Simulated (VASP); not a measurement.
A run of VASP 6.6.1 is set up as follows.

File POSCAR:

```
W
1.0
    2.6219968941      0.0000000000      0.0000000000
    0.0000000000      2.6219968941      0.0000000000
    0.0000000000      0.0000000000      2.6219968941
W
1
Direct
    0.0000000000      0.0000000000      0.0000000000
```

INCAR.step1

```
SYSTEM = W
  PREC = Accurate
  ENCUT = 520
  EDIFF = 1E-5
  ISMEAR = -1
  SIGMA = 0.1
  LREAL = .FALSE.
  LASPH = .TRUE.
  NELM = 100
  ALGO = Normal
  ISIF = 2
  LWAVE = .TRUE.
  LCHARG = .FALSE.
  NBANDS = 13
  GGA = PE
```

INCAR.step2

```
SYSTEM = W
  PREC = Accurate
  ENCUT = 520
  EDIFF = 1E-6
  ISMEAR = -1
  SIGMA = 0.1
  LREAL = .FALSE.
  LASPH = .TRUE.
  NELM = 100
  ALGO = Normal
  ISIF = 2
  LWAVE = .FALSE.
  LCHARG = .FALSE.
  METAGGA = R2SCAN
  LHFCALC = .TRUE.
  AEXX = 0.25
  LMIXTAU = .TRUE.
  PRECFOCK = Normal
  NBANDS = 13
  ISTART = 1
```

The input KPOINTS:

```
regular mesh
0
G
  6 6 6
  0 0 0
```

Potentials or basis: VASP PAW PBE potentials, release 64 (W_sv).

Run with:

```sh
$ cat potpaw_PBE.64/W_sv/POTCAR > POTCAR
$ cp INCAR.step1 INCAR
$ mpirun -np 1 vasp_std > vasp.out
$ cp INCAR.step2 INCAR
$ mpirun -np 1 vasp_std > vasp.out
```

Question: Predict the pressure.

Answer: -6.8 GPa.

Question: Predict the band gap on the k mesh.

Answer: Zero (bands 7 and 8 overlap by 3.73 eV).

Caveat: the k points lie up to 0.40 Å⁻¹ apart, too coarse for converged energies and pressures of a metal; the PAW data sets were made with another functional, which shifts forces and pressure a little; spin-orbit coupling is left out, which moves the levels of the heavy elements.
